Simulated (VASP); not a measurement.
Here is a VASP 6.6.1 calculation.

Contents of INCAR:

```
PREC = Accurate ; ENCUT = 520
EDIFF = 1E-7 ; ISMEAR = 0
SIGMA = 0.1 ; LREAL = F
LASPH = T ; NELM = 150
ALGO = Normal ; ISIF = 2
LWAVE = F ; LCHARG = F
ISPIN = 2 ; MAGMOM = 0 0 0 0 0 0 0 0.32
LORBIT = 11 ; LMAXMIX = 4
GGA = PE ; NBANDS = 30
```

File KPOINTS:

```
Automatic mesh
0
Gamma
  10 10 10
```

POSCAR

```
CuMoH6
1.0
    0.0000000000      3.0962556637      3.0962556637
    3.0962556637      0.0000000000      3.0962556637
    3.0962556637      3.0962556637      0.0000000000
Cu H Mo
1 6 1
Direct
    0.2500000000      0.2500000000      0.2500000000
    0.7889312433      0.2110687567      0.2110687567
    0.2110687567      0.7889312433      0.7889312433
    0.7889312433      0.2110687567      0.7889312433
    0.2110687567      0.7889312433      0.2110687567
    0.7889312433      0.7889312433      0.2110687567
    0.2110687567      0.2110687567      0.7889312433
    0.5000000000      0.5000000000      0.5000000000
```

Potentials or basis: VASP PAW PBE potentials, release 64 (Cu, H, Mo_sv).

The run is started by

```sh
$ cat potpaw_PBE.64/Cu/POTCAR potpaw_PBE.64/H/POTCAR potpaw_PBE.64/Mo_sv/POTCAR > POTCAR
$ mpirun -np 1 vasp_std > vasp.out
```

(1) What does it give for the pressure?

(2) What does it give for the net moment?

(3) What does it give for the largest force?

Results:

(1) -0.1 GPa.

(2) 0.00 μB per cell.

(3) 0.008 eV/Å.
